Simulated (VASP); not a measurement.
# SnSe2 (Fm-3m) in VASP: notebook

The runs below take SnSe2 through single point, relaxation of cell and atoms, with PBEsol.

Everything below comes from runs of VASP 6.6.1. Logs are shortened: lines on timing, memory, paths and dates and some standing lists are left out, and cuts for length are marked.

**1. The cell of the first run**

The structure is cubic, space group Fm-3m (No. 225). Conventional cell: a = 6.757 Å, b = 6.757 Å, c = 6.757 Å, α = 90.00°, β = 90.00°, γ = 90.00°. Within 3.9 Å of Sn (site symmetry m-3m) lie 8 Se at 2.93 Å. Se (site symmetry -43m) has 4 Sn at 2.93 Å and 6 Se at 3.38 Å within 3.9 Å.

**2. Single point, PBEsol**

Contents of INCAR:

```
SYSTEM = SnSe2
PREC = Accurate
ENCUT = 520
EDIFF = 1E-7
ISMEAR = -1
SIGMA = 0.03
LREAL = .FALSE.
LASPH = .TRUE.
NELM = 80
ALGO = Normal
ISIF = 2
LWAVE = .FALSE.
LCHARG = .FALSE.
GGA = PS
NBANDS = 20
```

Contents of KPOINTS:

```
Automatic mesh
0
G
  6 6 6
  0 0 0
```

Contents of POSCAR:

```
SnSe2
1.0
    0.0000000000      3.3786273925      3.3786273925
    3.3786273925      0.0000000000      3.3786273925
    3.3786273925      3.3786273925      0.0000000000
Sn Se
1 2
Direct
    0.0000000000      0.0000000000      0.0000000000
    0.7500000000      0.7500000000      0.7500000000
    0.2500000000      0.2500000000      0.2500000000
```

Potentials or basis: VASP PAW PBE potentials, release 64 (Sn_d, Se).

The run is started by

```sh
$ cat potpaw_PBE.64/Sn_d/POTCAR potpaw_PBE.64/Se/POTCAR > POTCAR
$ mpirun -np 1 vasp_std > vasp.out
```

OUTCAR:

```text
SYSTEM = SnSe2
   PREC = Accurate
   ENCUT = 520
   EDIFF = 1E-7
   ISMEAR = -1
   LREAL = .FALSE.
   LASPH = .TRUE.
   NELM = 80
   ISIF = 2
   GGA = PS

 ion  position               nearest neighbor table
   1  0.000  0.000  0.000-   2 2.93   2 2.93   2 2.93   2 2.93   3 2.93   3 2.93   3 2.93   3 2.93

   2  0.750  0.750  0.750-   1 2.93   1 2.93   1 2.93   1 2.93
   3  0.250  0.250  0.250-   1 2.93   1 2.93   1 2.93   1 2.93

  LATTYP: Found a face centered cubic cell.
 ALAT       =     6.7572547850

  Lattice vectors:

 A1 = (   0.0000000000,   3.3786273925,   3.3786273925)
 A2 = (   3.3786273925,   0.0000000000,   3.3786273925)
 A3 = (   3.3786273925,   3.3786273925,   0.0000000000)

Analysis of symmetry for initial positions (statically):
=====================================================================
 Subroutine PRICEL returns:
 Original cell was already a primitive cell.

 Routine SETGRP: Setting up the symmetry group for a
 face centered cubic supercell.

 Subroutine GETGRP returns: Found 48 space group operations
 (whereof 48 operations were pure point group operations)
 out of a pool of 48 trial point group operations.

The static configuration has the point symmetry O_h .

Analysis of symmetry for dynamics (positions and initial velocities):
=====================================================================
 Subroutine PRICEL returns:
 Original cell was already a primitive cell.

 Routine SETGRP: Setting up the symmetry group for a
 face centered cubic supercell.

 Subroutine GETGRP returns: Found 48 space group operations
 (whereof 48 operations were pure point group operations)
 out of a pool of 48 trial point group operations.

The dynamic configuration has the point symmetry O_h .

 Subroutine INISYM returns: Found 48 space group operations
 (whereof 48 operations are pure point group operations),
 and found     1 'primitive' translations

----------------------------------------------------------------------------------------

                                     Primitive cell

  volume of cell :      77.1349

  direct lattice vectors                    reciprocal lattice vectors
     0.000000000  3.378627392  3.378627392    -0.147989092  0.147989092  0.147989092
     3.378627392  0.000000000  3.378627392     0.147989092 -0.147989092  0.147989092
     3.378627392  3.378627392  0.000000000     0.147989092  0.147989092 -0.147989092

  length of vectors
     4.778100681  4.778100681  4.778100681     0.256324626  0.256324626  0.256324626

  position of ions in fractional coordinates (direct lattice)
     0.000000000  0.000000000  0.000000000
     0.750000000  0.750000000  0.750000000
     0.250000000  0.250000000  0.250000000

  ion indices of the primitive-cell ions
   primitive index   ion index
                 1           1
                 2           2
                 3           3

----------------------------------------------------------------------------------------

 KPOINTS: Automatic mesh

Automatic generation of k-mesh.
 Grid dimensions read from file:
 generate k-points for:    6    6    6

 Generating k-lattice:

  Cartesian coordinates                     Fractional coordinates (reciprocal lattice)
    -0.024664849  0.024664849  0.024664849     0.166666667  0.000000000  0.000000000
     0.024664849 -0.024664849  0.024664849     0.000000000  0.166666667  0.000000000
     0.024664849  0.024664849 -0.024664849     0.000000000  0.000000000  0.166666667

  Length of vectors
     0.042720771  0.042720771  0.042720771

  Shift w.r.t. Gamma in fractional coordinates (k-lattice)
     0.000000000  0.000000000  0.000000000

 Subroutine IBZKPT returns following result:
 ===========================================

 Found     16 irreducible k-points:

 Following reciprocal coordinates:
            Coordinates               Weight
  0.000000  0.000000  0.000000      1.000000
  0.166667  0.000000  0.000000      8.000000
  0.333333  0.000000  0.000000      8.000000
  0.500000  0.000000  0.000000      4.000000
  0.166667  0.166667  0.000000      6.000000
  0.333333  0.166667  0.000000     24.000000
[... 8 lines left out ...]
 -0.333333  0.333333  0.166667     24.000000
 -0.333333  0.500000  0.166667     12.000000
   k-points           NKPTS =     16   k-points in BZ     NKDIM =     16   number of bands    NBANDS=     20
   number of dos      NEDOS =    301   number of ions     NIONS =      3
   total plane-waves  NPLWV =  46656
   dimension x,y,z NGX =    36 NGY =   36 NGZ =   36
   dimension x,y,z NGXF=    72 NGYF=   72 NGZF=   72
   ions per type =               1   2
   NGX,Y,Z   is equivalent  to a cutoff of  12.53, 12.53, 12.53 a.u.
   NGXF,Y,Z  is equivalent  to a cutoff of  25.05, 25.05, 25.05 a.u.
 SYSTEM =  SnSe2
   PREC   = accura    normal or accurate (medium, high low for compatibility)
   ISTART =      0    job   : 0-new  1-cont  2-samecut
   ICHARG =      2    charge: 1-file 2-atom 10-const
   ISPIN  =      1    spin polarized calculation?
   LNONCOLLINEAR =      F non collinear calculations
   LSORBIT =      F    spin-orbit coupling
   LASPH  =      T    aspherical Exc in radial PAW
   ENCUT  =  520.0 eV  38.22 Ry    6.18 a.u.   8.88  8.88  8.88*2*pi/ulx,y,z
   NELM   =     80;   NELMIN=  2; NELMDL= -5     # of ELM steps
   EDIFF  = 0.1E-06   stopping-criterion for ELM
   LREAL  =      F    real-space projection
   EDIFFG = 0.1E-05   stopping-criterion for IOM
   NSW    =      0    number of steps for IOM
   IBRION =     -1    ionic relax: 0-MD 1-quasi-New 2-CG
   NFREE  =      0    steps in history (QN), initial steepest desc. (CG)
   ISIF   =      2    stress and relaxation
   ISYM   =      2    0-nonsym 1-usesym 2-fastsym
   POTIM  = 0.5000    time-step for ionic-motion
   TEBEG  =    0.0;   TEEND  =   0.0 temperature during run
   PSTRESS=    0.0 pullay stress
   NELECT =      26.0000    total number of electrons
   NUPDOWN=      -1.0000    fix difference up-down
   EMIN   =  10.00;   EMAX   =-10.00  energy-range for DOS
   EFERMI =   0.00;   METHOD = LEGACY
   ISMEAR =    -1;   SIGMA  =   0.03  broadening in eV -4-tet -1-fermi 0-gaus
   EFERMI_NEDOS =   21; number of points for ismear=-14 and -15
   IALGO  =     38    algorithm
   IMIX   =      4    mixing-type and parameters
     AMIX     =   0.40;   BMIX     =  1.00
     AMIX_MAG =   1.60;   BMIX_MAG =  1.00
  volume/ion in A,a.u.               =      25.71       173.51
  Fermi-wavevector in a.u.,A,eV,Ry     =   1.139329  2.153019 17.661309  1.298070
  Thomas-Fermi vector in A             =   2.276032
   LORBIT       =      0    0 simple, 1 ext, 2 COOP (PROOUT), +10 PAW based schemes
   GGA     = PS    functional components
   LHFCALC =     F    Hartree Fock is set to
   AEXX    =    0.0000 exact exchange contribution
   IVDW    =     0    specifies the selected vdW correction
   LEPSILON=     F    determine dielectric tensor
   LRPA    =     F    only Hartree local field effects (RPA)
 non-spin polarized calculation
  energy-cutoff  :      520.00
  volume of cell :       77.13
 maximum number of plane-waves:      2090
   NGX = 17   NGY = 17   NGZ = 17

 number of electron      26.0000007 magnetization

 Free energy of the ion-electron system (eV)
  ---------------------------------------------------
  ext. energy  EPLUGINS =         0.00000000
  ---------------------------------------------------
  free energy    TOTEN  =       -11.71766925 eV

  energy without entropy =      -11.70091206  energy(sigma->0) =      -11.70929065

 E-fermi :   4.6973     XC(G=0):  -9.7613

 val. band max:        4.6889203721   @ k =  -0.3333   0.3333   0.1667
 cond. band min:       4.7190009037   @ k =   0.3333   0.1667   0.0000
 fundamental gap:      0.0300805316
 Fermi energy:         4.6973237217

 k-point     1 :       0.0000    0.0000    0.0000
  band No.  band energies     occupation
      1     -16.6122      2.00000
      2     -16.6122      2.00000
      3     -16.6122      2.00000
      4     -16.5915      2.00000
      5     -16.5915      2.00000
      6      -9.5623      2.00000
[... 12 lines left out ...]
     19      10.5356      0.00000
     20      11.1186      0.00000

 k-point     2 :       0.1667    0.0000    0.0000
  band No.  band energies     occupation
      1     -16.6141      2.00000
      2     -16.6111      2.00000
      3     -16.6111      2.00000
      4     -16.5914      2.00000
      5     -16.5914      2.00000
      6      -9.3789      2.00000
[... 12 lines left out ...]
     19      11.2360      0.00000
     20      12.0189      0.00000

 k-point     3 :       0.3333    0.0000    0.0000
  band No.  band energies     occupation
      1     -16.6181      2.00000
      2     -16.6090      2.00000
      3     -16.6090      2.00000
      4     -16.5910      2.00000
      5     -16.5910      2.00000
      6      -8.8561      2.00000
[... 12 lines left out ...]
     19      12.5941      0.00000
     20      12.5941      0.00000

 k-point     4 :       0.5000    0.0000    0.0000
  band No.  band energies     occupation
      1     -16.6201      2.00000
      2     -16.6081      2.00000
      3     -16.6081      2.00000
      4     -16.5906      2.00000
      5     -16.5906      2.00000
      6      -8.1490      2.00000
[... 12 lines left out ...]
     19      12.3657      0.00000
     20      12.3657      0.00000

 k-point     5 :       0.1667    0.1667    0.0000
  band No.  band energies     occupation
      1     -16.6161      2.00000
      2     -16.6099      2.00000
      3     -16.6099      2.00000
      4     -16.5921      2.00000
      5     -16.5908      2.00000
      6      -9.3233      2.00000
[... 12 lines left out ...]
     19      11.6999      0.00000
     20      12.4348      0.00000
[... 169 lines left out ...]
      6      -8.3312      2.00000
[... 12 lines left out ...]
     19      12.2216      0.00000
     20      13.2852      0.00000

 k-point    14 :       0.5000    0.3333    0.1667
  band No.  band energies     occupation
      1     -16.6195      2.00000
      2     -16.6098      2.00000
      3     -16.6056      2.00000
      4     -16.5924      2.00000
      5     -16.5901      2.00000
      6      -8.5053      2.00000
[... 12 lines left out ...]
     19      12.8385      0.00000
     20      13.8072      0.00000

 k-point    15 :      -0.3333    0.3333    0.1667
  band No.  band energies     occupation
      1     -16.6165      2.00000
      2     -16.6136      2.00000
      3     -16.6045      2.00000
      4     -16.5922      2.00000
      5     -16.5903      2.00000
      6      -7.9592      2.00000
[... 12 lines left out ...]
     19      13.2922      0.00000
     20      14.0270      0.00000

 k-point    16 :      -0.3333    0.5000    0.1667
  band No.  band energies     occupation
      1     -16.6217      2.00000
      2     -16.6093      2.00000
      3     -16.6030      2.00000
      4     -16.5931      2.00000
      5     -16.5897      2.00000
      6      -8.1198      2.00000
[... 12 lines left out ...]
     19      13.3614      0.00000
     20      13.3872      0.00000

------------------------ aborting loop because EDIFF is reached ----------------------------------------

  FORCE on cell =-STRESS in cart. coord.  units (eV):
  Direction    XX          YY          ZZ          XY          YZ          ZX
  --------------------------------------------------------------------------------------
  -------------------------------------------------------------------------------------
  Total        0.0284755      0.0284755      0.0284755      0.0000000      0.0000000      0.0000000
  in kB        0.5914686      0.5914686      0.5914686      0.0000000      0.0000000      0.0000000
  external PRESSURE =       0.5914686 kB  Pullay stress =       0.0000000 kB

 VOLUME and BASIS-vectors are now :
 -----------------------------------------------------------------------------
  energy-cutoff  :      520.00
  volume of cell :       77.13
      direct lattice vectors                 reciprocal lattice vectors
     0.000000000  3.378627392  3.378627392    -0.147989092  0.147989092  0.147989092
     3.378627392  0.000000000  3.378627392     0.147989092 -0.147989092  0.147989092
     3.378627392  3.378627392  0.000000000     0.147989092  0.147989092 -0.147989092

 POSITION                                       TOTAL-FORCE (eV/Angst)
 -----------------------------------------------------------------------------------
      0.00000      0.00000      0.00000         0.000000      0.000000      0.000000
      5.06794      5.06794      5.06794        -0.000000      0.000000     -0.000000
      1.68931      1.68931      1.68931        -0.000000     -0.000000      0.000000
 -----------------------------------------------------------------------------------
    total drift:                               -0.000000      0.000000      0.000000

  FREE ENERGIE OF THE ION-ELECTRON SYSTEM (eV)
  ---------------------------------------------------
  free  energy   TOTEN  =       -11.7176692516 eV

  energy  without entropy=      -11.7009120580  energy(sigma->0) =      -11.70929065
```

Wall time 35 s (1 thread of Intel Xeon 8259CL, shared host); peak memory 0.21 GiB.

What came out:

```
Free energy            : -11.7177 eV
Pressure               : 0.1 GPa
Band gap on the k mesh : zero (band 13 reaches 5.01 eV, above the bottom of band 14 at 3.16 eV)
```

Caveat: the PAW data sets were made with another functional, which shifts forces and pressure a little; spin-orbit coupling is left out, which moves the levels of the heavy elements.

**3. Relaxation of cell and atoms, PBEsol**

This run uses another cell than the first one, of 27.64 Å³/atom, 1.075 times its volume.

Contents of INCAR:

```
SYSTEM = SnSe2
PREC = Accurate
ENCUT = 600
EDIFF = 1E-6
ISMEAR = -1
SIGMA = 0.03
LREAL = .False.
LASPH = .True.
NELM = 80
ALGO = Normal
ISIF = 3
LWAVE = .False.
LCHARG = .False.
GGA = PS
IBRION = 2
NSW = 100
EDIFFG = -0.01
```

Contents of KPOINTS:

```
regular mesh
0
Gamma
  6 6 6
  0 0 0
```

Contents of POSCAR:

```
SnSe2
1.0
    0.0000000000      3.4608849000      3.4608849000
    3.4608849000      0.0000000000      3.4608849000
    3.4608849000      3.4608849000      0.0000000000
Sn Se
1 2
Direct
    0.0000000000      0.0000000000      0.0000000000
    0.7500000000      0.7500000000      0.7500000000
    0.2500000000      0.2500000000      0.2500000000
```

Potentials or basis: VASP PAW PBE potentials, release 64 (Sn_d, Se).

The run is started by

```sh
$ cat potpaw_PBE.64/Sn_d/POTCAR potpaw_PBE.64/Se/POTCAR > POTCAR
$ mpirun -np 1 vasp_std > vasp.out
```

It took 90 s on 1 thread of Intel Xeon 8259CL, shared host; peak memory 0.26 GiB.

The run converged. Its results:

| Item | Value |
| --- | --- |
| Free energy | -11.7184 eV |
| Relaxed volume | 25.75 Å³/atom |
| Relaxed cell | a = 4.780 Å, b = 4.780 Å, c = 4.780 Å, α = 60.00°, β = 60.00°, γ = 60.00° |
| Space group after relaxing (to 0.05 Å) | Fm-3m (No. 225) |
| Energy gained by relaxing | 20.1 meV/atom |
| Ionic steps | 3 |
| Pressure after relaxing | 0.0 GPa |
| Band gap on the k mesh | zero (band 13 reaches 5.00 eV, above the bottom of band 14 at 3.14 eV) |

Step by step:
| step | energy change (eV) | largest force (eV/Å) | pressure (GPa) | volume (Å³) |
| --- | --- | --- | --- | --- |
| 1 | 0.0000 | 0.0000 | -3.18 | 82.91 |
| 2 | -0.0591 | 0.0000 | 0.55 | 76.49 |
| 3 | -0.0604 | 0.0000 | 0.01 | 77.24 |

Final structure:
```
Sn Se
1.0
     0.00000    3.38020    3.38020
     3.38020    0.00000    3.38020
     3.38020    3.38020    0.00000
Sn Se
1 2
Direct
  0.00000 0.00000 0.00000
  0.75000 0.75000 0.75000
  0.25000 0.25000 0.25000
```

Levels at points of the mesh, in eV from the Fermi level:
```
           k point  band 11  band 12  band 13  band 14  band 15  band 16
(0.00, 0.00, 0.00)    -2.97    -1.54    -1.54    -1.54     1.92     1.92
(0.50, 0.00, 0.00)    -3.05    -2.16    -2.16     1.16     4.07     4.07
(0.50, 0.50, 0.00)    -1.31     0.20     0.20     0.72     2.62     5.43
```

Caveat: the PAW data sets were made with another functional, which shifts forces and pressure a little; spin-orbit coupling is left out, which moves the levels of the heavy elements.
